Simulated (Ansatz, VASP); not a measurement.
SnSe2 in VASP and in Ansatz

```
CELL_PARAMETERS angstrom
3.91852 0.00000 0.00000
-1.95926 3.39354 0.00000
0.00000 0.00000 5.77159
ATOMIC_POSITIONS crystal
Sn 0.00000 0.00000 0.00000
Se 0.33333 0.66667 0.26513
Se 0.66667 0.33333 0.73487
```

Alike in both runs: task single point; functional PBE; dispersion D3(BJ); k mesh 12 × 12 × 6; occupations gaussian, width 0.03 eV; no spin polarisation.

|  | VASP | Ansatz |
| --- | --- | --- |
| version | VASP 6.6.1 | Ansatz 0.2.0 |
| potentials or method | VASP PAW PBE potentials, release 64 (Sn_d, Se), cutoff 500 eV | scalar-relativistic, plane waves, PAW |
| valence electrons in the cell | 26 | 46 |

VASP gave:

| Property | Result |
| --- | --- |
| gap on the k mesh at the Fermi level (eV) | 0.16 |
| least direct gap on the mesh (eV) | 0.20 |
| pressure (GPa) | 0.1 |
| traceless stress, the component that is largest in VASP (GPa) | 2.11 |
| rms of the force components (eV/Å) | 0.152 |

Problem. Estimate Ansatz's values.

Solution. gap on the k mesh at the Fermi level (eV): 0.17; least direct gap on the mesh (eV): 0.21; pressure (GPa): 0.0; traceless stress, the component that is largest in VASP (GPa): 2.11; rms of the force components (eV/Å): 0.146.

Atom by atom the forces differ by 0.006 eV/Å (rms over components). VASP's potentials hold 26 valence electrons a cell and Ansatz's 46, so a difference there can come from the potentials and not from the codes.
